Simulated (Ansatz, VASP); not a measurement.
# Two plane-wave programs on CoO

```
CELL_PARAMETERS angstrom
0.00000 2.08799 2.08799
2.08799 0.00000 2.08799
2.08799 2.08799 0.00000
ATOMIC_POSITIONS crystal
Co 0.00000 0.00000 0.00000
O 0.50000 0.50000 0.50000
```

Change from the starting cell: volume scaled by 0.94, PAW files.

Alike in both runs: task electric field gradients; functional PBEsol; k mesh 16 × 16 × 16; occupations fermi-dirac, width 0.05 eV; collinear spin.

```csv
,VASP,Ansatz
version,VASP 6.6.1,Ansatz 0.2.0
potentials or method,"VASP PAW PBE potentials, release 64 (Co, O)","PAW with Ansatz's default frozen-core files, scalar-relativistic"
plane-wave cutoff (eV),520,420
valence electrons in the cell,15,23
```

Ansatz gave:

```
pressure (GPa)                                                : -1.1
net moment per atom (μB)                                      : 1.38
size of the moment on the site where the two differ most (μB) : 2.35
```

Problem. Estimate VASP's values.

Solution. Pressure (GPa): -1.9; net moment per atom (μB): 1.36; size of the moment on the site where the two differ most (μB): 2.41.

VASP's potentials were made for PBE, not for PBEsol. Site moments also hang on the region over which each program counts them. The functional is the same, so the differences come from potentials, cutoffs and numerics. VASP's potentials hold 15 valence electrons a cell and Ansatz's 23, so a difference there can come from the potentials and not from the codes.
